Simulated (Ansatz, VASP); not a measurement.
## GaP in VASP and in Ansatz

```
CELL_PARAMETERS angstrom
0.00000 2.65055 2.65055
2.65055 0.00000 2.65055
2.65055 2.65055 0.00000
ATOMIC_POSITIONS crystal
Ga 0.00000 0.00000 0.00000
P 0.25000 0.25000 0.25000
```

Alike in both runs: task single point; functional PBE; k mesh 6 × 6 × 6; no spin polarisation.

|  | VASP | Ansatz |
| --- | --- | --- |
| version | VASP 6.6.1 | Ansatz 0.2.0 |
| potentials or method | VASP PAW PBE potentials, release 64 (Ga_d, P), cutoff 520 eV | plane waves, PAW |
| occupations | gaussian, width 0.01 eV | fixed |
| valence electrons in the cell | 18 | 18 |

|  | VASP | Ansatz | Ansatz less VASP |
| --- | --- | --- | --- |
| pressure (GPa) | 11.2 | 11.3 | +0.15 |
